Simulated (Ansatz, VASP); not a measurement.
# One calculation of Te, two programs

```xyz
2
Lattice="3.8887 0.0000 0.0000 -1.9443 3.3677 0.0000 0.0000 0.0000 4.2293" Properties=species:S:1:pos:R:3 pbc="T T T"
Te    0.0000    2.2451    1.0573
Te    1.9443    1.1226    3.1720
```

Alike in both runs: task single point; functional PBE; k mesh 15 × 15 × 12; occupations fermi-dirac, width 0.1 eV; no spin polarisation.

```csv
,VASP,Ansatz
version,VASP 6.6.1,Ansatz 0.2.0
potentials or method,"VASP PAW PBE potentials, release 64 (Te), cutoff 520 eV","plane waves (420 eV) with PAW, scalar-relativistic"
valence electrons in the cell,12,32
```

VASP gave:

| Quantity | Value |
| --- | --- |
| pressure (GPa) | 8.3 |
| traceless stress, the component that is largest in VASP (GPa) | 2.85 |

**Question.** What did Ansatz give for the same quantities?

**Answer.** Pressure (GPa): 8.4; traceless stress, the component that is largest in VASP (GPa): 2.84.

With one functional, cell and mesh, what is left measures potentials, basis and numerics. VASP's potentials hold 12 valence electrons a cell and Ansatz's 32, so a difference there can come from the potentials and not from the codes.

Spin-orbit coupling is off throughout.
